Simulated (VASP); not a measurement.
Here is a VASP 6.6.1 calculation.

The input INCAR:

```
  PREC = Accurate
  ENCUT = 520
  EDIFF = 1E-7
  ISMEAR = 0
  SIGMA = 0.02
  LREAL = False
  LASPH = True
  ALGO = Normal
  NELM = 100
  ISIF = 2
  LWAVE = False
  LCHARG = False
```

KPOINTS

```
k-points
0
Gamma
  8 8 5
```

File POSCAR:

```
SiC
1.0
    3.0760000000      0.0000000000      0.0000000000
   -1.5380000000      2.6638941420      0.0000000000
    0.0000000000      0.0000000000      5.0480000000
Si C
2 2
Direct
    0.6602650000      0.3315450000      0.4987880000
    0.3293740000      0.6624680000     -0.0053180000
    0.6662340000      0.3402540000      0.8850980000
    0.3350740000      0.6623020000      0.3860240000
```

Potentials or basis: VASP PAW PBE potentials, release 64 (Si, C).

Command:

```bash
$ cat potpaw_PBE.64/Si/POTCAR potpaw_PBE.64/C/POTCAR > POTCAR
$ mpirun -np 1 vasp_std > vasp.out
```

(1) What does it give for the pressure?

(2) What does it give for the largest force?

(3) What does it give for the band gap on the k mesh?

Results:

(1) 4.0 GPa.

(2) 1.461 eV/Å.

(3) 2.44 eV (least direct gap 4.07 eV).

Caveat: the cell differs from its parent crystal (atoms moved at random); the cell stands under pressure; an odd mesh through Γ misses points on the zone boundary, where band edges can lie.
